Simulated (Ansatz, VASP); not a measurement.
## HfZr2Te6 in VASP and in Ansatz

```
Zr Hf Te
1.0
     6.89442    0.00000    0.00000
    -3.44721    5.97074    0.00000
     0.00000    0.00000    7.11338
Zr Hf Te
2 1 6
Direct
  0.33333 0.66667 0.00000
  0.66667 0.33333 0.00000
  0.00000 0.00000 0.00000
  0.66874 0.00000 0.74895
  0.33126 0.33126 0.74895
  0.00000 0.66874 0.74895
  0.33126 0.00000 0.25105
  0.00000 0.33126 0.25105
  0.66874 0.66874 0.25105
```

Alike in both runs: task relaxation of cell and atoms; functional PBE; k mesh 6 × 6 × 6; occupations gaussian, width 0.1 eV; no spin polarisation.

```csv
,VASP,Ansatz
version,VASP 6.6.1,Ansatz 0.2.0
potentials or method,"VASP PAW PBE potentials, release 64 (Zr_sv, Hf_pv, Te), cutoff 600 eV","scalar-relativistic, plane waves, PAW"
valence electrons in the cell,70,146
```

VASP gave:

| Item | Value |
| --- | --- |
| gap on the k mesh at the Fermi level, each at its own relaxed structure (eV) | none |
| relaxed volume (Å³/atom) | 32.50 |
| relaxed length of the cell vector where the two differ most in proportion (Å) | 6.891 |

**Question.** Estimate Ansatz's values.

**Answer.** gap on the k mesh at the Fermi level, each at its own relaxed structure (eV): none; relaxed volume (Å³/atom): 32.54; relaxed length of the cell vector where the two differ most in proportion (Å): 6.894.

A gap of «none» marks a metal or a gap that the smearing closes. VASP's potentials hold 70 valence electrons a cell and Ansatz's 146, so a difference there can come from the potentials and not from the codes.

Neither program's run includes spin-orbit coupling.
